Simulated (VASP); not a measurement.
Input of a VASP 6.6.1 run:

INCAR

```
PREC = Accurate ; ENCUT = 600
EDIFF = 1E-6 ; ISMEAR = -1
SIGMA = 0.08 ; LREAL = False
LASPH = True ; NELM = 100
ALGO = Normal ; ISIF = 3
LWAVE = False ; LCHARG = False
GGA = PE ; IBRION = 2
NSW = 60 ; EDIFFG = -0.005
PSTRESS = 220.0
```

The input KPOINTS:

```
Automatic mesh
0
Gamma
  10 10 6
```

Contents of POSCAR:

```
HfN
1.0
    3.1940861896      0.0000000000      0.0000000000
   -1.5970430948      2.7661597821      0.0000000000
    0.0000000000      0.0000000000      4.9508335939
Hf N
2 2
Direct
    0.0000000000      0.0000000000      0.0000000000
    0.0000000000      0.0000000000      0.5000000000
    0.3333333333      0.6666666667      0.2500000000
    0.6666666667      0.3333333333      0.7500000000
```

Potentials or basis: VASP PAW PBE potentials, release 64 (Hf_pv, N).

Run with:

```console
$ cat potpaw_PBE.64/Hf_pv/POTCAR potpaw_PBE.64/N/POTCAR > POTCAR
$ mpirun -np 1 vasp_std > vasp.out
```

(1) Predict the space group after relaxing (to 0.05 Å).

(2) What does it give for the relaxed cell?

## Answers

(1) P6_3/mmc (No. 194).

(2) a = 3.061 Å, b = 3.061 Å, c = 5.540 Å, α = 90.00°, β = 90.00°, γ = 120.00°.
